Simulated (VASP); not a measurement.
The system is Mg.

```xyz
2
Lattice="3.2093 0.0000 0.0000 -1.6046 2.7793 0.0000 0.0000 0.0000 5.2103" Properties=species:S:1:pos:R:3 pbc="T T T"
Mg    0.0000    1.8529    1.3026
Mg    1.6047    0.9264    3.9077
```

* Program: VASP 6.6.1
* Task: relaxation of cell and atoms
* Functional: LDA
* Potentials or basis: VASP PAW LDA potentials, release 64 (Mg_sv)
* Cutoff: 750 eV
* k mesh: 12 × 12 × 8
* Occupations: gaussian, width 0.1 eV
* Spin: no spin polarisation

At the start: pressure -3.2 GPa; volume 23.24 Å³/atom.

Problem. Where does the relaxation end?

Solution. Over 7 steps the energy falls by 20.6 meV/atom and the volume is 21.36 Å³/atom (-8.1 %); space group P6_3/mmc (No. 194, to 0.1 Å) before and after.

Step by step:
| step | energy change (eV) | largest force (eV/Å) | pressure (GPa) | volume (Å³) |
| --- | --- | --- | --- | --- |
| 1 | 0.0000 | 0.0000 | -3.16 | 46.47 |
| 2 | -0.0388 | 0.0000 | -0.75 | 43.45 |
| 3 | -0.0408 | 0.0000 | 0.04 | 42.66 |
| 4 | -0.0411 | 0.0000 | 0.08 | 42.68 |
| 5 | -0.0412 | 0.0000 | 0.08 | 42.69 |
| 6 | -0.0412 | 0.0000 | -0.08 | 42.78 |
| 7 | -0.0412 | 0.0000 | 0.00 | 42.72 |

Final structure:
```xyz
2
Lattice="3.1380 0.0000 0.0000 -1.5690 2.7176 0.0000 0.0000 0.0000 5.0092" Properties=species:S:1:pos:R:3 pbc="T T T"
Mg    0.0000    1.8117    1.2523
Mg    1.5690    0.9059    3.7569
```
